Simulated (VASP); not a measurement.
TiO2: single point with PBE

Crystal: TiO2.

```
Ti O
1.0
     4.42670    0.00000    0.00000
     0.00000    4.42670    0.00000
     0.00000    0.00000    3.12190
Ti O
2 4
Direct
  0.00000 0.00000 0.00000
  0.50000 0.50000 0.50000
  0.30510 0.30510 0.00000
  0.19490 0.80510 0.50000
  0.69490 0.69490 0.00000
  0.80510 0.19490 0.50000
```

```yaml
Program: VASP 6.6.1
Task: single point
Functional: PBE
Potentials_or_basis: VASP PAW PBE potentials, release 64 (Ti_sv, O)
Cutoff: 520 eV
k_mesh: 6 × 6 × 10
Occupations: gaussian, width 0.05 eV
Spin: no spin polarisation
Dipole_correction: no
Further_INCAR_settings: ALGO = Normal; EDIFF = 1e-06; NBANDS = 33
```

```yaml
Pressure: 8.2 GPa
Largest_force: 0.050 eV/Å
Band_gap_on_the_k_mesh: 1.88 eV, direct
```

Forces in eV/Å, atoms in the order of the input:
```
Ti   0.000  0.000  0.000
Ti   0.000  0.000  0.000
O   -0.035 -0.035  0.000
O    0.035 -0.035  0.000
O    0.035  0.035  0.000
O   -0.035  0.035  0.000
```

Stress tensor (GPa, compression positive):
```
15.47  0.00  0.00
 0.00 15.47  0.00
 0.00  0.00 -6.26
```

Levels at points of the mesh, in eV from the valence-band top:
```csv
k point,band 21,band 22,band 23,band 24,band 25,band 26,band 27,band 28
"(0.00, 0.00, 0.00)",-0.89,-0.32,-0.32,0.00,1.88,2.27,2.30,2.30
"(0.50, 0.00, 0.00)",-2.12,-2.12,-0.74,-0.74,2.60,2.60,2.99,2.99
"(0.50, 0.50, 0.00)",-1.67,-1.67,-0.86,-0.86,2.01,2.01,2.34,2.34
"(0.00, 0.00, 0.50)",-2.26,-2.26,-1.31,-1.31,2.55,2.55,3.15,3.15
"(0.50, 0.00, 0.50)",-2.02,-2.02,-1.03,-1.03,1.94,1.94,2.64,2.64
"(0.50, 0.50, 0.50)",-1.36,-1.36,-0.57,-0.57,2.63,2.63,2.67,2.67
```

Run time: 47 s on 1 thread of Intel(R) Xeon(R) Platinum 8559C (Emerald Rapids) (shared host), peak memory 0.23 GiB.

A k mesh can miss the band edges. PBE gaps usually lie below the measured ones, often by a third to a half.
